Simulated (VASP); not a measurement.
Runs of VASP 6.6.1 on La2Zr2O. The structure is that of space group P-6m2 (No. 187), or close to it. The cells are those of the table. 

```csv
task,cell,k mesh,cutoff (eV),gap on the mesh (eV),pressure (GPa),relaxed volume (Å³/atom),largest force (eV/Å)
relaxation of cell and atoms,"relaxed from a = 4.152, b = 4.152, c = 8.119 Å, angles 90.0, 90.0, 120.0°, 5 atoms",6 × 6 × 2,600,none,-0.1,25.74,0.01
single point,"a = 4.152, b = 4.152, c = 8.119 Å, angles 90.0, 90.0, 120.0°, 5 atoms",6 × 6 × 2,520,none,-1.1,-,(a)
single point,"a = 3.558, b = 3.558, c = 11.998 Å, angles 90.0, 90.0, 120.0°, 5 atoms",12 × 12 × 4,520,none,0.1,-,-
relaxation of cell and atoms,"relaxed from a = 3.568, b = 3.568, c = 11.954 Å, angles 90.0, 90.0, 120.0°, 5 atoms",12 × 12 × 4,600,none,0.0,26.33,-
single point,"a = 3.568, b = 3.568, c = 11.954 Å, angles 90.0, 90.0, 120.0°, 5 atoms",6 × 6 × 2,520,none,0.1,-,-
```

Alike in all rows: level PBE; potentials or basis VASP PAW PBE potentials, release 64 (La, Zr_sv, O); no spin polarisation; smearing gaussian 0.1 eV.

**Question.** Estimate the missing entries.

**Answer.** (a) 1.76.

Caveats: some runs use coarse meshes; spin-orbit coupling is left out, which moves the levels of the heavy elements; forces of over 1 eV/Å act on the atoms, so gaps and moduli don't describe the material at rest (some runs).

A k mesh can miss the band edges, and the runs leave out spin-orbit coupling on La, Zr.

A gap of «none» marks levels without a gap at the run's occupations.
